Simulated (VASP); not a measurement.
The system is TiO.

```xyz
4
Lattice="2.8516 0.0000 0.0000 -1.4258 2.4696 0.0000 0.0000 0.0000 5.5675" Properties=species:S:1:pos:R:3 pbc="T T T"
Ti    0.0000    1.6464    1.3919
Ti    1.4258    0.8232    4.1756
O     0.0000    0.0000    0.0000
O     0.0000    0.0000    2.7838
```

Base run:

| Quantity | Value |
| --- | --- |
| Program | VASP 6.6.1 |
| Functional | PBEsol |
| Potentials or basis | VASP PAW PBE potentials, release 64 (Ti_sv, O) |
| Cutoff | 520 eV |
| k mesh | 18 × 18 × 8 |
| Occupations | fermi-dirac, width 0.3 eV |
| Spin | no spin polarisation |

Its results: band gap on the k mesh zero (bands 18 and 19 overlap by 0.20 eV); pressure -7.7 GPa.

Problem. The run is repeated on the same cell with these changes: occupations from fermi-dirac, width 0.3 eV to gaussian, width 0.02 eV. What comes out?

Solution. Band gap on the k mesh zero (bands 18 and 19 overlap by 0.21 eV); pressure -9.3 GPa.

Caveats: the cell stands under tension; the PAW data sets were made with another functional, which shifts forces and pressure a little; semilocal functionals often make such compounds metallic where correlation or magnetic order opens a gap, which also shifts bond lengths; so wide a smearing shifts energies and pressures (at least some runs).
